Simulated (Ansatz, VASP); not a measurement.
## NiO2 in VASP and in Ansatz

Contents of INCAR:

```
ALGO = Normal
EDIFF = 1E-6
ENCUT = 520
GGA = PS
ISIF = 2
ISMEAR = 0
LASPH = T
LCHARG = T
LELF = T
LREAL = F
LVHAR = T
LWAVE = F
NBANDS = 18
NELM = 100
PREC = Accurate
SIGMA = 0.05
```

KPOINTS

```
k-points
0
Gamma
  12 12 6
```

The input POSCAR:

```
NiO2
1.0
    2.7134934025      0.0000000000      0.0000000000
   -1.3567467013      2.3499542196      0.0000000000
    0.0000000000      0.0000000000      5.2343287735
Ni O
1 2
Direct
    0.0000000000      0.0000000000      0.5000000000
    0.6666666667      0.3333333333      0.6750910825
    0.3333333333      0.6666666667      0.3249089175
```

Input for Ansatz:

```yaml
crystal:
  lattice:
    - [2.7134934025, 0.0, 0.0]
    - [-1.3567467013, 2.3499542196, 0.0]
    - [0.0, 0.0, 5.2343287735]
  atoms:
    - { symbol: Ni, position: [0.0, 0.0, 0.5] }
    - { symbol: O, position: [0.6666666667, 0.3333333333, 0.6750910825] }
    - { symbol: O, position: [0.3333333333, 0.6666666667, 0.3249089175] }
basis:
  ecutwfc: 520.0
kpoints:
  mp_grid: { grid: [12, 12, 6] }
hamiltonian:
  xc: pbesol
scf:
  occupations: { method: gaussian, width: 0.05 }
output:
  forces: true
  stress: true
  eigenvalues: true
```

Alike in both runs: task single point; functional PBEsol; k mesh 12 × 12 × 6; occupations gaussian, width 0.05 eV; no spin polarisation.

```csv
,VASP,Ansatz
version,VASP 6.6.1,Ansatz 0.2.0
potentials or method,"VASP PAW PBE potentials, release 64 (Ni, O), cutoff 520 eV","scalar-relativistic, plane waves, PAW"
valence electrons in the cell,22,30
```

```csv
,VASP,Ansatz,Ansatz less VASP
gap on the k mesh at the Fermi level (eV),1.25,1.27,+0.025
least direct gap on the mesh (eV),1.51,1.53,+0.022
pressure (GPa),15.3,14.6,-0.71
"traceless stress, the component that is largest in VASP (GPa)",-5.44,-5.07,+0.375
rms of the force components (eV/Å),0.549,0.510,-0.0389
```

VASP's potentials were made for PBE, not for PBEsol. Atom by atom the forces differ by 0.039 eV/Å (rms over components). VASP's potentials hold 22 valence electrons a cell and Ansatz's 30, so a difference there can come from the potentials and not from the codes.
